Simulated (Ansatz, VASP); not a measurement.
**LiAl5B: VASP beside Ansatz**

The input INCAR:

```
PREC = Accurate ; ENCUT = 750
EDIFF = 1E-6 ; ISMEAR = 0
SIGMA = 0.1 ; LREAL = False
LASPH = True ; NELM = 120
ALGO = Normal ; ISIF = 2
LWAVE = False ; LCHARG = False
GGA = PE ; NBANDS = 20
GGA_COMPAT = False
```

The input KPOINTS:

```
regular mesh
0
Gamma
  6 6 6
```

The input POSCAR:

```
LiAl5B
1.0
    3.1731566900      1.8320228700      3.3942552300
   -3.1731566900      1.8320228700      3.3942552300
    0.0000000000     -3.6640457400      3.3942552300
Li Al B
1 5 1
Direct
    0.5000000000      0.5000000000      0.5000000000
    0.8482624600      0.8482624600      0.8482624600
    0.1517375400      0.1517375400      0.1517375400
    0.5000000000      0.5000000000      0.0000000000
    0.0000000000      0.5000000000      0.5000000000
    0.5000000000      0.0000000000      0.5000000000
    0.0000000000      0.0000000000      0.0000000000
```

Input for Ansatz:

```yaml
crystal:
  lattice:
    - [3.17315669, 1.83202287, 3.39425523]
    - [-3.17315669, 1.83202287, 3.39425523]
    - [0.0, -3.66404574, 3.39425523]
  atoms:
    - { symbol: Li, position: [0.5, 0.5, 0.5] }
    - { symbol: Al, position: [0.84826246, 0.84826246, 0.84826246] }
    - { symbol: Al, position: [0.15173754, 0.15173754, 0.15173754] }
    - { symbol: Al, position: [0.5, 0.5, 0.0] }
    - { symbol: Al, position: [0.0, 0.5, 0.5] }
    - { symbol: Al, position: [0.5, 0.0, 0.5] }
    - { symbol: B, position: [0.0, 0.0, 0.0] }
basis:
  ecutwfc: 420
kpoints:
  mp_grid: { grid: [6, 6, 6] }
hamiltonian:
  xc: pbe
scf:
  occupations: { method: gaussian, width: 0.1 }
  lower_state_search: "off"
output:
  forces: true
  stress: true
  eigenvalues: true
```

Alike in both runs: task single point; functional PBE; k mesh 6 × 6 × 6; occupations gaussian, width 0.1 eV; no spin polarisation.

|  | VASP | Ansatz |
| --- | --- | --- |
| version | VASP 6.6.1 | Ansatz 0.2.0 |
| potentials or method | VASP PAW PBE potentials, release 64 (Li_sv, Al, B), cutoff 750 eV | scalar-relativistic, plane waves, PAW |
| valence electrons in the cell | 21 | 21 |

|  | VASP | Ansatz | Ansatz less VASP |
| --- | --- | --- | --- |
| gap on the k mesh at the Fermi level (eV) | none | none | - |
| pressure (GPa) | 24.5 | 24.5 | -0.01 |
| traceless stress, the component that is largest in VASP (GPa) | 52.42 | 52.34 | -0.078 |
| rms of the force components (eV/Å) | 4.551 | 4.542 | -0.0092 |

Atom by atom the forces differ by 0.009 eV/Å (rms over components). A gap of «none» marks a metal or a gap that the smearing closes.
